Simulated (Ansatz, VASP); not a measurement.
# One calculation of PbO2, two programs

```
CELL_PARAMETERS angstrom
4.95780 0.00000 0.00000
0.00000 4.95780 0.00000
0.00000 0.00000 3.38780
ATOMIC_POSITIONS crystal
Pb 0.00000 0.00000 0.00000
Pb 0.50000 0.50000 0.50000
O 0.30670 0.30670 0.00000
O 0.19330 0.80670 0.50000
O 0.69330 0.69330 0.00000
O 0.80670 0.19330 0.50000
```

Alike in both runs: functional PBE; k mesh 5 × 5 × 7; occupations fermi-dirac, width 0.02 eV; no spin polarisation.

Ansatz relaxed the structure, and its values are those at the end. VASP's run is a single point on that final structure, the one shown.

```csv
,VASP,Ansatz
version,VASP 6.6.1,Ansatz 0.2.0
potentials or method,"VASP PAW PBE potentials, release 64 (Pb_d, O)","plane-wave PAW, scalar-relativistic"
plane-wave cutoff (eV),520,420
valence electrons in the cell,52,52
```

|  | VASP | Ansatz | Ansatz less VASP |
| --- | --- | --- | --- |
| pressure (GPa) | 9.2 | 8.9 | -0.30 |
| rms of the force components (eV/Å) | 0.005 | 0.001 | -0.0042 |

Ansatz's warnings: stress scf threshold loose.

Spin-orbit coupling is off throughout.
